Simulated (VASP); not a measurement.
A run of VASP 6.6.1:

Contents of INCAR:

```
SYSTEM = Ca
ALGO = Normal ; EDIFF = 1E-6
EDIFFG = -0.005 ; ENCUT = 600
GGA = PE ; IBRION = 2
ISIF = 3 ; ISMEAR = -1
LASPH = .TRUE. ; LCHARG = .FALSE.
LREAL = .FALSE. ; LWAVE = .FALSE.
NELM = 60 ; NSW = 32
PREC = Accurate ; PSTRESS = 210.0
SIGMA = 0.05
```

The input KPOINTS:

```
k-points
0
G
  14 14 14
  0 0 0
```

File POSCAR:

```
Ca
1.0
    0.0000000000      2.3143504264      2.3143504264
    2.3143504264      0.0000000000      2.3143504264
    2.3143504264      2.3143504264      0.0000000000
Ca
1
Direct
    0.0000000000      0.0000000000      0.0000000000
```

Potentials or basis: VASP PAW PBE potentials, release 64 (Ca_sv).

The run is started by

```sh
$ cat potpaw_PBE.64/Ca_sv/POTCAR > POTCAR
$ mpirun -np 1 vasp_std > vasp.out
```

Hardware: 1 thread of Intel(R) Xeon(R) Platinum 8488C (Sapphire Rapids) (shared host).

Question: Estimate the wall time of this run.

Answer: Wall time 22 s on 1 thread of Intel(R) Xeon(R) Platinum 8488C (Sapphire Rapids), with other jobs on the host, peak memory 0.17 GiB. Counts: scf iterations 14, k points 104, ion steps 2.
